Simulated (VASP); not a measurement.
# InP (Fm-3m) in VASP: a series of runs, part 2 of 2

VASP 6.6.1. The steps go on from the part before.

**4. Single point, PBE-based screened hybrid with 25 % exact exchange**

This run uses another cell than the first one, of 21.23 Å³/atom.

POSCAR

```
InP
1.0
    0.0000000000      2.7688340000      2.7688340000
    2.7688340000      0.0000000000      2.7688340000
    2.7688340000      2.7688340000      0.0000000000
In P
1 1
Direct
    0.0000000000      0.0000000000      0.0000000000
    0.5000000000      0.5000000000      0.5000000000
```

INCAR.step1

```
SYSTEM = InP
PREC = Accurate
ENCUT = 520
EDIFF = 1E-5
ISMEAR = -1
SIGMA = 0.05
LREAL = .False.
LASPH = .True.
NELM = 100
ALGO = Normal
ISIF = 2
LWAVE = .True.
LCHARG = .False.
GGA = PE
NBANDS = 16
```

INCAR.step2

```
SYSTEM = InP
PREC = Accurate
ENCUT = 520
EDIFF = 1E-6
ISMEAR = -1
SIGMA = 0.05
LREAL = .False.
LASPH = .True.
NELM = 100
ALGO = Normal
ISIF = 2
LWAVE = .False.
LCHARG = .False.
GGA = PE
LHFCALC = .True.
AEXX = 0.25
HFSCREEN = 0.15
PRECFOCK = Normal
ISTART = 1
NBANDS = 16
```

KPOINTS

```
Automatic mesh
0
Gamma
  4 4 4
  0 0 0
```

Potentials or basis: VASP PAW PBE potentials, release 64 (In_d, P).

Launch:

```bash
$ cat potpaw_PBE.64/In_d/POTCAR potpaw_PBE.64/P/POTCAR > POTCAR
$ cp INCAR.step1 INCAR
$ mpirun -np 1 vasp_std > vasp.out
$ cp INCAR.step2 INCAR
$ mpirun -np 1 vasp_std > vasp.out
```

OUTCAR:

```text
SYSTEM = InP
   PREC = Accurate
   ENCUT = 520
   EDIFF = 1E-6
   ISMEAR = -1
   LREAL = .False.
   LASPH = .True.
   NELM = 100
   ISIF = 2
   GGA = PE
   LHFCALC = .True.
   AEXX = 0.25
   HFSCREEN = 0.15
   PRECFOCK = Normal
   ISTART = 1

 ion  position               nearest neighbor table
   1  0.000  0.000  0.000-   2 2.77   2 2.77   2 2.77   2 2.77   2 2.77   2 2.77
   2  0.500  0.500  0.500-   1 2.77   1 2.77   1 2.77   1 2.77   1 2.77   1 2.77

  LATTYP: Found a face centered cubic cell.
 ALAT       =     5.5376680000

  Lattice vectors:

 A1 = (   0.0000000000,   2.7688340000,   2.7688340000)
 A2 = (   2.7688340000,   0.0000000000,   2.7688340000)
 A3 = (   2.7688340000,   2.7688340000,   0.0000000000)

Analysis of symmetry for initial positions (statically):
=====================================================================
 Subroutine PRICEL returns:
 Original cell was already a primitive cell.

 Routine SETGRP: Setting up the symmetry group for a
 face centered cubic supercell.

[... 153 lines left out ...]
  free energy    TOTEN  =        -9.35837816 eV

  energy without entropy =       -9.34986144  energy(sigma->0) =       -9.35411980

 E-fermi :   6.9498     XC(G=0):  -8.4986

 val. band max:        6.9237133988   @ k =   0.5000   0.0000   0.0000
 cond. band min:       7.8136966879   @ k =   0.5000   0.2500   0.0000
 fundamental gap:      0.8899832891
 Fermi energy:         6.9497960864

 k-point     1 :       0.0000    0.0000    0.0000
  band No.  band energies     occupation
      1      -9.6323      2.00000
      2      -9.6323      2.00000
      3      -9.6054      2.00000
      4      -9.6054      2.00000
      5      -9.6054      2.00000
      6      -6.6998      2.00000
[... 129 lines left out ...]
      3      -9.5816      2.00000
      4      -9.5816      2.00000
      5      -9.4966      2.00000
      6      -3.1217      2.00000
[... 8 lines left out ...]
     15      19.4785      0.00000
     16      21.5957      0.00000

------------------------ aborting loop because EDIFF is reached ----------------------------------------

  FORCE on cell =-STRESS in cart. coord.  units (eV):
  Direction    XX          YY          ZZ          XY          YZ          ZX
  --------------------------------------------------------------------------------------
  -------------------------------------------------------------------------------------
  Total       -0.7533146     -0.7533146     -0.7533146     -0.0000000      0.0000000      0.0000000
  in kB      -28.4293026    -28.4293026    -28.4293026     -0.0000000      0.0000000      0.0000000
  external PRESSURE =     -28.4293026 kB  Pullay stress =       0.0000000 kB

 VOLUME and BASIS-vectors are now :
 -----------------------------------------------------------------------------
  energy-cutoff  :      520.00
  volume of cell :       42.45
      direct lattice vectors                 reciprocal lattice vectors
     0.000000000  2.768834000  2.768834000    -0.180581429  0.180581429  0.180581429
     2.768834000  0.000000000  2.768834000     0.180581429 -0.180581429  0.180581429
     2.768834000  2.768834000  0.000000000     0.180581429  0.180581429 -0.180581429

 POSITION                                       TOTAL-FORCE (eV/Angst)
 -----------------------------------------------------------------------------------
      0.00000      0.00000      0.00000        -0.000000      0.000000     -0.000000
      2.76883      2.76883      2.76883         0.000000     -0.000000      0.000000
 -----------------------------------------------------------------------------------
    total drift:                               -0.000000     -0.000001     -0.000001

  FREE ENERGIE OF THE ION-ELECTRON SYSTEM (eV)
  ---------------------------------------------------
  free  energy   TOTEN  =        -9.3583781561 eV

  energy  without entropy=       -9.3498614361  energy(sigma->0) =       -9.35411980
```

OSZICAR.step1:

```text
N       E                     dE             d eps       ncg     rms          rms(c)
DAV:   1     0.112206971221E+03    0.11221E+03   -0.85429E+03   256   0.134E+03
DAV:   2    -0.163312497135E+01   -0.11384E+03   -0.10902E+03   312   0.311E+02
DAV:   3    -0.793595591309E+01   -0.63028E+01   -0.62499E+01   344   0.684E+01
DAV:   4    -0.807793558261E+01   -0.14198E+00   -0.14196E+00   296   0.107E+01
DAV:   5    -0.808612820743E+01   -0.81926E-02   -0.81925E-02   400   0.235E+00    0.485E+00
DAV:   6    -0.768341279242E+01    0.40272E+00   -0.62098E-01   360   0.131E+01    0.280E+00
DAV:   7    -0.766062071279E+01    0.22792E-01   -0.13969E-01   368   0.321E+00    0.117E+00
DAV:   8    -0.766133059507E+01   -0.70988E-03   -0.12836E-02   336   0.153E+00    0.208E-01
DAV:   9    -0.766142543070E+01   -0.94836E-04   -0.10978E-03   360   0.538E-01    0.101E-01
DAV:  10    -0.766144244824E+01   -0.17018E-04   -0.89257E-05   328   0.796E-02    0.568E-02
DAV:  11    -0.766145893569E+01   -0.16487E-04   -0.27393E-05   296   0.444E-02    0.986E-03
DAV:  12    -0.766146000727E+01   -0.10716E-05   -0.51632E-06   160   0.270E-02
   1 F= -.76614600E+01 E0= -.76565240E+01  d E =-.987206E-02
```

It took 6.5 min on 1 thread of Intel Xeon Platinum 8259CL at 2.50GHz (Skylake/Cascade Lake), shared host; peak memory 0.27 GiB.

Results:

| Property | Result |
| --- | --- |
| Free energy | -9.3584 eV |
| Pressure | -2.8 GPa |
| Band gap on the k mesh | zero (bands 9 and 10 overlap by 2.53 eV) |

Caveat: the k points lie up to 0.49 Å⁻¹ apart, too coarse for converged energies and pressures of a metal; the PAW data sets were made with another functional, which shifts forces and pressure a little; spin-orbit coupling is left out, which moves the levels of the heavy elements.

**5. Overview**

```csv
level,cell,share of exact exchange,screening parameter,gap on the mesh (eV),pressure (GPa)
B3LYP,"a = 3.950 Å, angles 60.0°, 2 atoms",0.2,-,none,0.0
PBE-based screened hybrid with 25 % exact exchange,"a = 3.916 Å, angles 60.0°, 2 atoms",0.25,0.1 1/Å,none,-3.0
PBE-based screened hybrid with 25 % exact exchange,"a = 3.916 Å, angles 60.0°, 2 atoms",0.25,0.15 1/Å,none,-2.8
```

Alike in all rows: task single point; potentials or basis VASP PAW PBE potentials, release 64 (In_d, P); no spin polarisation; k mesh 4 × 4 × 4; cutoff (eV) 520; smearing fermi-dirac 0.05 eV.

Caveats: all runs use coarse meshes; the PAW data sets were made with another functional, which shifts forces and pressure a little; spin-orbit coupling is left out, which moves the levels of the heavy elements.

Absolute energies hang on the potentials; compare differences alone.

The gap in the log of VASP goes by the Fermi energy; the results here count the filled bands.